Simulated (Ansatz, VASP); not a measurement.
## HfTi5N6 in VASP and in Ansatz

The input INCAR:

```
ALGO = Normal
EDIFF = 1E-7
ENCUT = 520
GGA = PE
ISIF = 2
ISMEAR = 0
LASPH = True
LCHARG = False
LREAL = False
LWAVE = False
NBANDS = 62
NELM = 80
PREC = Accurate
SIGMA = 0.1
```

Contents of KPOINTS:

```
k-points
0
Gamma
  12 12 4
```

POSCAR

```
HfTi5N6
1.0
    3.0477536617      0.0000000000      0.0000000000
   -1.5238768309      2.6394320955      0.0000000000
    0.0000000000      0.0000000000     14.8607944520
Hf Ti N
1 5 6
Direct
    0.0000000000      0.0000000000      0.0000000000
    0.3333333333      0.6666666667      0.1741710865
    0.6666666667      0.3333333333      0.3363523682
    0.0000000000      0.0000000000      0.5000000000
    0.3333333333      0.6666666667      0.6636476318
    0.6666666667      0.3333333333      0.8258289135
    0.3333333333      0.6666666667      0.4183958479
    0.6666666667      0.3333333333      0.5816041521
    0.0000000000      0.0000000000      0.7448233316
    0.3333333333      0.6666666667      0.9090635045
    0.6666666667      0.3333333333      0.0909364955
    0.0000000000      0.0000000000      0.2551766684
```

Input for Ansatz:

```yaml
crystal:
  lattice:
    - [3.0477536617, 0.0, 0.0]
    - [-1.5238768309, 2.6394320955, 0.0]
    - [0.0, 0.0, 14.860794452]
  atoms:
    - { symbol: Hf, position: [0.0, 0.0, 0.0] }
    - { symbol: Ti, position: [0.3333333333, 0.6666666667, 0.1741710865] }
    - { symbol: Ti, position: [0.6666666667, 0.3333333333, 0.3363523682] }
    - { symbol: Ti, position: [0.0, 0.0, 0.5] }
    - { symbol: Ti, position: [0.3333333333, 0.6666666667, 0.6636476318] }
    - { symbol: Ti, position: [0.6666666667, 0.3333333333, 0.8258289135] }
    - { symbol: "N", position: [0.3333333333, 0.6666666667, 0.4183958479] }
    - { symbol: "N", position: [0.6666666667, 0.3333333333, 0.5816041521] }
    - { symbol: "N", position: [0.0, 0.0, 0.7448233316] }
    - { symbol: "N", position: [0.3333333333, 0.6666666667, 0.9090635045] }
    - { symbol: "N", position: [0.6666666667, 0.3333333333, 0.0909364955] }
    - { symbol: "N", position: [0.0, 0.0, 0.2551766684] }
basis:
  ecutwfc: 420
kpoints:
  mp_grid: { grid: [12, 12, 4] }
  band_path:
    path:
      - [[0.0, 0.0, 0.0], [0.5, 0.0, 0.0], [0.33333333, 0.33333333, 0.0], [0.0, 0.0, 0.0], [0.0, 0.0, 0.5], [0.5, 0.0, 0.5], [0.33333333, 0.33333333, 0.5], [0.0, 0.0, 0.5]]
      - [[0.5, 0.0, 0.5], [0.5, 0.0, 0.0]]
      - [[0.33333333, 0.33333333, 0.5], [0.33333333, 0.33333333, 0.0]]
    npoints: 10
hamiltonian:
  xc: pbe
scf:
  occupations: { method: gaussian, width: 0.1 }
  n_extra_bands: 30
output:
  forces: true
  stress: true
  eigenvalues: true
  populations: true
  dos: { projected: true, de: 0.02, nscf_kmesh: { grid: [15, 15, 5] } }
  bader: false
```

Alike in both runs: task single point; functional PBE; k mesh 12 × 12 × 4; occupations gaussian, width 0.1 eV; no spin polarisation.

```csv
,VASP,Ansatz
version,VASP 6.6.1,Ansatz 0.2.0
potentials or method,"VASP PAW PBE potentials, release 64 (Hf_pv, Ti_sv, N), cutoff 520 eV","scalar-relativistic, plane waves, PAW"
valence electrons in the cell,100,116
```

```tsv
	VASP	Ansatz	Ansatz less VASP
gap on the k mesh at the Fermi level (eV)	none	none	-
pressure (GPa)	-0.1	0.0	+0.10
traceless stress, the component that is largest in VASP (GPa)	-0.08	-0.01	+0.065
rms of the force components (eV/Å)	0.035	0.000	-0.0347
```

Atom by atom the forces differ by 0.035 eV/Å (rms over components). A gap of «none» marks a metal or a gap that the smearing closes. With one functional, cell and mesh, what is left measures potentials, basis and numerics. VASP's potentials hold 100 valence electrons a cell and Ansatz's 116, so a difference there can come from the potentials and not from the codes.

Neither program's run includes spin-orbit coupling.
